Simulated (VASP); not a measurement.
Set up this calculation in VASP 6.6.1, as the native input.

| Property | Result |
| --- | --- |
| Task | single point |
| Functional | PBE |
| Potentials or basis | VASP PAW PBE potentials, release 64 (Ta_pv, W_sv) |
| Cutoff | 520 eV |
| k mesh | 6 × 6 × 6 |
| Occupations | gaussian, width 0.1 eV |
| Spin | no spin polarisation |
| Dipole correction | no |
| Further INCAR settings | ALGO = Fast; EDIFF = 1e-06; NBANDS = 42 |

The structure of TaW4 lies in POSCAR:

```
TaW4
1.0
   -3.2403392400      3.2403392400      2.0493704800
    3.2403392400     -3.2403392400      2.0493704800
    3.2403392400      3.2403392400     -2.0493704800
Ta W
1 4
Direct
    0.0000000000      0.0000000000      0.0000000000
    0.6000000000      0.8000000000      0.4000000000
    0.4000000000      0.2000000000      0.6000000000
    0.8000000000      0.4000000000      0.2000000000
    0.2000000000      0.6000000000      0.8000000000
```

These files were run (other wordings do the same):

INCAR

```
SYSTEM = TaW4
PREC = Accurate ; ENCUT = 520
EDIFF = 1E-6 ; ISMEAR = 0
SIGMA = 0.1 ; LREAL = .False.
LASPH = .True. ; NELM = 100
ALGO = Fast ; ISIF = 2
LWAVE = .False. ; LCHARG = .False.
GGA = PE ; NBANDS = 42
```

KPOINTS

```
regular mesh
0
Gamma
  6 6 6
  0 0 0
```

Potentials or basis: VASP PAW PBE potentials, release 64 (Ta_pv, W_sv).

The run is started by

```bash
$ cat potpaw_PBE.64/Ta_pv/POTCAR potpaw_PBE.64/W_sv/POTCAR > POTCAR
$ mpirun -np 1 vasp_std > vasp.out
```

Results of the run:

```json
{
 "Pressure": "-4.6 GPa",
 "Largest force": "0.237 eV/Å",
 "Band gap on the k mesh": "zero (an odd number of electrons rules out a gap without spin polarisation)"
}
```

Caveat: the cell stands under tension; spin-orbit coupling is left out, which moves the levels of the heavy elements.

Run time: 6.4 min on 1 thread of Intel Xeon 8259CL (shared host), peak memory 0.3 GiB.
